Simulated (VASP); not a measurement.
Wanted: the native input for a VASP 6.6.1 run.

```
Task                   : single point
Functional             : PBE
Potentials or basis    : VASP PAW PBE potentials, release 64 (C)
Cutoff                 : 520 eV
k mesh                 : 18 × 18 × 6
Occupations            : gaussian, width 0.15 eV
Spin                   : no spin polarisation
Dipole correction      : no
Further INCAR settings : ALGO = Normal; EDIFF = 1e-06; NBANDS = 16
```

The structure of C lies in POSCAR:

```
C
1.0
    2.4665231295      0.0000000000      0.0000000000
   -1.2332615647      2.1360716891      0.0000000000
    0.0000000000      0.0000000000      8.5653080463
C
4
Direct
    0.0666397546      0.1332795093      0.0025000000
   -0.0666397546     -0.1332795093      0.5025000000
    0.3999743551      0.7999487103      0.0025000000
    0.6000256449      0.2000512897      0.5025000000
```

This cell differs from its parent crystal: mode 4 frozen in at +0.000 Å and mode 5 at +0.285 Å (largest displacements).

The input as run:

INCAR

```
SYSTEM = C
PREC = Accurate
ENCUT = 520
EDIFF = 1E-6
ISMEAR = 0
SIGMA = 0.15
LREAL = .FALSE.
LASPH = .TRUE.
NELM = 100
ALGO = Normal
ISIF = 2
LWAVE = .FALSE.
LCHARG = .FALSE.
GGA = PE
NBANDS = 16
```

KPOINTS

```
regular mesh
0
G
  18 18 6
  0 0 0
```

Potentials or basis: VASP PAW PBE potentials, release 64 (C).

Run with:

```sh
$ cat potpaw_PBE.64/C/POTCAR > POTCAR
$ mpirun -np 1 vasp_std > vasp.out
```

It gave:

| Property | Result |
| --- | --- |
| Pressure | 0.4 GPa |
| Band gap on the k mesh | zero (filled and empty bands touch) |

Caveat: the cell differs from its parent crystal (mode 4 frozen in at +0.000 Å and mode 5 at +0.285 Å (largest displacements)); this functional lacks dispersion, which binds the layers, so the pressure and a relaxed spacing across them are unreliable.

It took 2.6 min on 1 thread of Intel(R) Xeon(R) Platinum 8259CL CPU @ 2.50GHz (Skylake/Cascade Lake) (shared host), peak memory 0.29 GiB.
